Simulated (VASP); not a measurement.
A run of VASP 6.6.1:

INCAR

```
SYSTEM = SnSe
PREC     = Accurate       ! precision mode
ENCUT    = 520            ! plane-wave cutoff, eV
EDIFF    = 1E-8           ! SCF threshold, eV
ISMEAR   = -1             ! smearing method
SIGMA    = 0.15           ! smearing width, eV
LREAL    = .False.        ! projectors in reciprocal space
LASPH    = .True.         ! aspherical terms in the spheres
NELM     = 100            ! most SCF steps
ALGO     = Normal         ! electronic algorithm
ISIF     = 2              ! what is computed and relaxed
LWAVE    = .False.        ! write WAVECAR
LCHARG   = .False.        ! write CHGCAR
GGA      = CA             ! functional
NBANDS   = 17             ! bands
IBRION   = 8              ! ionic algorithm
NSW      = 1              ! ionic steps
```

Contents of KPOINTS:

```
regular mesh
0
Gamma
  12 12 12
  0 0 0
```

File POSCAR:

```
SnSe
1.0
    3.6049000000      0.0000000000      0.0000000000
    0.0000000000      3.6049000000      0.0000000000
    0.0000000000      0.0000000000      3.6049000000
Sn Se
1 1
Direct
    0.0000000000      0.0000000000      0.0000000000
    0.5000000000      0.5000000000      0.5000000000
```

Potentials or basis: VASP PAW LDA potentials, release 64 (Sn_d, Se).

The run is started by

```sh
$ cat potpaw_LDA.64/Sn_d/POTCAR potpaw_LDA.64/Se/POTCAR > POTCAR
$ mpirun -np 1 vasp_std > vasp.out
```

Hardware: 1 thread of Intel(R) Xeon(R) Platinum 8488C (Sapphire Rapids) (shared host).

Q: Estimate the wall time of this run.

A: Run time: 3.5 min on 1 thread of Intel(R) Xeon(R) Platinum 8488C (Sapphire Rapids), on a shared host, peak memory 0.43 GiB. Counts: scf iterations 37, k points 84.
